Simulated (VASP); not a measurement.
# Ta2Si2O: single point with PBE

Ta2Si2O, a sheet with vacuum:

```
Ta Si O
1.0
     4.15977    0.00000    0.00000
     0.00000    4.15977    0.00000
     0.00000    0.00000   32.34900
Ta Si O
2 2 1
Direct
  0.00000 0.50000 0.29367
  0.50000 0.00000 0.29367
  0.00000 0.00000 0.34515
  0.00000 0.00000 0.24219
  0.50000 0.50000 0.29367
```

```
Program                : VASP 6.6.1
Task                   : single point
Functional             : PBE
Potentials or basis    : VASP PAW PBE potentials, release 64 (Ta_pv, Si, O)
Cutoff                 : 520 eV
k mesh                 : 4 × 4 × 1
Occupations            : gaussian, width 0.1 eV
Spin                   : no spin polarisation
Dipole correction      : yes
Further INCAR settings : ALGO = Normal; EDIFF = 1e-07; NBANDS = 26
```

```
Largest force          : 0.004 eV/Å
Band gap on the k mesh : zero (band 18 reaches -2.30 eV, above the bottom of band 19 at -3.60 eV)
```

Forces on the atoms (eV/Å):
```
Ta   0.000  0.000  0.000
Ta   0.000  0.000  0.000
Si   0.000  0.000 -0.004
Si   0.000  0.000  0.004
O    0.000  0.000  0.000
```

Levels at points of the mesh, in eV from the Fermi level:
| k point | band 14 | band 15 | band 16 | band 17 | band 18 | band 19 | band 20 | band 21 | band 22 | band 23 |
| --- | --- | --- | --- | --- | --- | --- | --- | --- | --- | --- |
| (0.00, 0.00, 0.00) | -3.26 | -3.03 | -3.03 | 0.28 | 0.50 | 0.50 | 0.77 | 0.94 | 1.50 | 1.50 |
| (0.50, 0.00, 0.00) | -2.58 | -2.25 | -1.84 | -0.94 | -0.37 | -0.11 | 0.26 | 0.89 | 1.23 | 2.63 |
| (0.50, 0.50, 0.00) | -3.84 | -0.88 | -0.88 | -0.75 | -0.60 | -0.60 | -0.42 | 1.39 | 1.90 | 2.61 |

Run time: 4.7 min on 1 thread of Intel Xeon 8259CL, with other jobs on the host, peak memory 0.59 GiB.

Caveat: the k points lie up to 0.38 Å⁻¹ apart; spin-orbit coupling is left out, which moves the levels of the heavy elements.
